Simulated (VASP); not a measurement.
A run of VASP 6.6.1 is set up as follows.

INCAR

```
ALGO = Normal
EDIFF = 1E-6
EDIFFG = -0.01
ENCUT = 600
GGA = CA
IBRION = 2
ISIF = 3
ISMEAR = -1
LASPH = True
LCHARG = False
LREAL = False
LWAVE = False
NELM = 80
NSW = 80
PREC = Accurate
SIGMA = 0.1
```

File KPOINTS:

```
k-points
0
Gamma
  6 6 8
```

The input POSCAR:

```
Ca
1.0
    6.2706255792      0.0000000000      0.0000000000
   -3.1353127896      5.4305210492      0.0000000000
    0.0000000000      0.0000000000      3.8438934801
Ca
3
Direct
    0.0000000000      0.0000000000      0.0000000000
    0.3333333333      0.6666666667      0.5000000000
    0.6666666667      0.3333333333      0.5000000000
```

Potentials or basis: VASP PAW LDA potentials, release 64 (Ca_sv).

The run is started by

```bash
$ cat potpaw_LDA.64/Ca_sv/POTCAR > POTCAR
$ mpirun -np 1 vasp_std > vasp.out
```

Estimate the space group after relaxing (to 0.1 Å).

P6/mmm (No. 191).

What does it give for the band gap on the k mesh?

Zero (bands 15 and 16 overlap by 0.25 eV).

Final structure:
```yaml
crystal:
  lattice:
    - [6.06542, 0.00000, 0.00000]
    - [-3.03271, 5.25281, 0.00000]
    - [0.00000, 0.00000, 3.62358]
  atoms:
    - { symbol: Ca, position: [0.00000, 0.00000, 0.00000] }
    - { symbol: Ca, position: [0.33333, 0.66667, 0.50000] }
    - { symbol: Ca, position: [0.66667, 0.33333, 0.50000] }
```
